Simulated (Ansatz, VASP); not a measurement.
# CdS in VASP and in Ansatz

```xyz
4
Lattice="3.8861 0.0000 0.0000 -1.9430 3.3655 0.0000 0.0000 0.0000 6.3925" Properties=species:S:1:pos:R:3 pbc="T T T"
Cd    0.0000    2.2436    0.0066
Cd    1.9430    1.1218    3.2029
S     0.0000    2.2436    2.3905
S     1.9430    1.1218    5.5868
```

Alike in both runs: task single point; functional PBEsol; k mesh 6 × 6 × 4; non-collinear spin, spin-orbit coupling.

```csv
,VASP,Ansatz
version,VASP 6.6.1,Ansatz 0.2.0
potentials or method,"VASP PAW PBE potentials, release 64 (Cd, S), cutoff 520 eV",all-electron LAPW
occupations,"gaussian, width 0.01 eV",fixed
```

|  | VASP | Ansatz | Ansatz less VASP |
| --- | --- | --- | --- |
| pressure (GPa) | 15.7 | 14.9 | -0.81 |
| net moment per atom (μB) | 0.00 | 0.00 | 0.000 |

VASP's potentials were made for PBE, not for PBEsol. Ansatz ran all-electron here, and VASP with PAW potentials.
